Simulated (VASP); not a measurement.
A run of VASP 6.6.1:

Contents of POSCAR:

```
Pb2C
1.0
    0.0000000000      3.3023786262      3.3023786262
    3.3023786262      0.0000000000      3.3023786262
    3.3023786262      3.3023786262      0.0000000000
C Pb
1 2
Direct
    0.0000000000      0.0000000000      0.0000000000
    0.2500000000      0.2500000000      0.2500000000
    0.7500000000      0.7500000000      0.7500000000
```

INCAR.step1

```
ALGO = Normal
EDIFF = 1E-6
ENCUT = 520
GGA = PE
ISIF = 2
ISMEAR = -1
LASPH = True
LCHARG = True
LREAL = False
LWAVE = False
NBANDS = 23
NELM = 80
PREC = Accurate
SIGMA = 0.05
```

KPOINTS.step1

```
k-points
0
Gamma
  10 10 10
```

Contents of INCAR.step2:

```
ALGO = Normal
EDIFF = 1E-6
ENCUT = 520
GGA = PE
ICHARG = 11
ISIF = 2
ISMEAR = -5
LASPH = True
LCHARG = False
LORBIT = 11
LREAL = False
LWAVE = False
NBANDS = 23
NEDOS = 1001
NELM = 80
PREC = Accurate
SIGMA = 0.05
```

File KPOINTS.step2:

```
k-points
0
Gamma
  15 15 15
```

Potentials or basis: VASP PAW PBE potentials, release 64 (C, Pb_d).

Command:

```bash
$ cat potpaw_PBE.64/C/POTCAR potpaw_PBE.64/Pb_d/POTCAR > POTCAR
$ cp INCAR.step1 INCAR
$ cp KPOINTS.step1 KPOINTS
$ mpirun -np 1 vasp_std > vasp.out
$ cp INCAR.step2 INCAR
$ cp KPOINTS.step2 KPOINTS
$ mpirun -np 1 vasp_std > vasp.out
```

Hardware: 1 thread of Intel(R) Xeon(R) 6975P-C (Granite Rapids) (shared host).

**Question.** Estimate the wall time of this run.

**Answer.** Wall time 70 s on 1 thread of Intel(R) Xeon(R) 6975P-C (Granite Rapids), with other jobs on the host, peak memory 0.31 GiB. Counts: k points 120.
